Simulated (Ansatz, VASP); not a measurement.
# I: VASP beside Ansatz

POSCAR

```
I
1.0
    0.0000000000      2.4119965442      3.9865231326
    2.2352415877      0.0000000000      3.9865231326
    2.2352415877      2.4119965442      0.0000000000
I
1
Direct
    0.0000000000      0.0000000000      0.0000000000
```

Contents of INCAR.step1:

```
PREC     = Accurate       # precision mode
ENCUT    = 520            # plane-wave cutoff, eV
EDIFF    = 1E-5           # SCF threshold, eV
ISMEAR   = -1             # smearing method
SIGMA    = 0.05           # smearing width, eV
LREAL    = False          # projectors in reciprocal space
LASPH    = True           # aspherical terms in the spheres
NELM     = 100            # most SCF steps
ALGO     = Normal         # electronic algorithm
ISIF     = 2              # what is computed and relaxed
LWAVE    = True           # write WAVECAR
LCHARG   = False          # write CHGCAR
GGA      = PE             # functional
NBANDS   = 10             # bands
```

The input INCAR.step2:

```
PREC     = Accurate       # precision mode
ENCUT    = 520            # plane-wave cutoff, eV
EDIFF    = 1E-7           # SCF threshold, eV
ISMEAR   = -1             # smearing method
SIGMA    = 0.05           # smearing width, eV
LREAL    = False          # projectors in reciprocal space
LASPH    = True           # aspherical terms in the spheres
NELM     = 100            # most SCF steps
ALGO     = Normal         # electronic algorithm
ISIF     = 2              # what is computed and relaxed
LWAVE    = False          # write WAVECAR
LCHARG   = False          # write CHGCAR
GGA      = PS             # functional
LHFCALC  = True           # exact exchange
AEXX     = 0.25           # exact-exchange fraction
PRECFOCK = Normal       
ISTART   = 1            
NBANDS   = 10             # bands
```

File KPOINTS:

```
Automatic mesh
0
Gamma
  5 5 5
```

The input input.yaml:

```yaml
crystal:
  lattice:
    - [0.0, 2.4119965442, 3.9865231326]
    - [2.2352415877, 0.0, 3.9865231326]
    - [2.2352415877, 2.4119965442, 0.0]
  atoms:
    - { symbol: I, position: [0.0, 0.0, 0.0] }
hamiltonian:
  xc: { exchange: pbesol, correlation: pbesol, exx: { coeff: 0.25 } }
  pseudopotentials: { kind: paw }
kpoints:
  mp_grid: { grid: [5, 5, 5] }
scf:
  occupations: { method: fermi_dirac, width: 0.05 }
output:
  forces: true
  stress: true
  eigenvalues: true
  write_density: true
  write_potential: true
  elf: true
  volumetric_format: npy
```

Alike in both runs: task single point; functional PBEsol-based global hybrid; k mesh 5 × 5 × 5; occupations fermi-dirac, width 0.05 eV; no spin polarisation.

|  | VASP | Ansatz |
| --- | --- | --- |
| version | VASP 6.6.1 | Ansatz 0.2.0 |
| potentials or method | VASP PAW PBE potentials, release 64 (I) | Ansatz PAW |
| plane-wave cutoff (eV) | 520 | 420 |
| valence electrons in the cell | 7 | 17 |

VASP gave:

| Quantity | Value |
| --- | --- |
| gap on the k mesh at the Fermi level (eV) | none |
| pressure (GPa) | -3.6 |
| traceless stress, the component that is largest in VASP (GPa) | 3.11 |

Q: Which values does Ansatz return?

A: gap on the k mesh at the Fermi level (eV): none; pressure (GPa): -3.4; traceless stress, the component that is largest in VASP (GPa): 3.01.

VASP's potentials were made for PBE, not for PBEsol-based global hybrid. A gap of «none» marks a metal or a gap that the smearing closes. With one functional, cell and mesh, what is left measures potentials, basis and numerics. VASP's potentials hold 7 valence electrons a cell and Ansatz's 17, so a difference there can come from the potentials and not from the codes.

The k mesh is coarse, so the values compare programs but aren't converged. Neither program's run includes spin-orbit coupling.
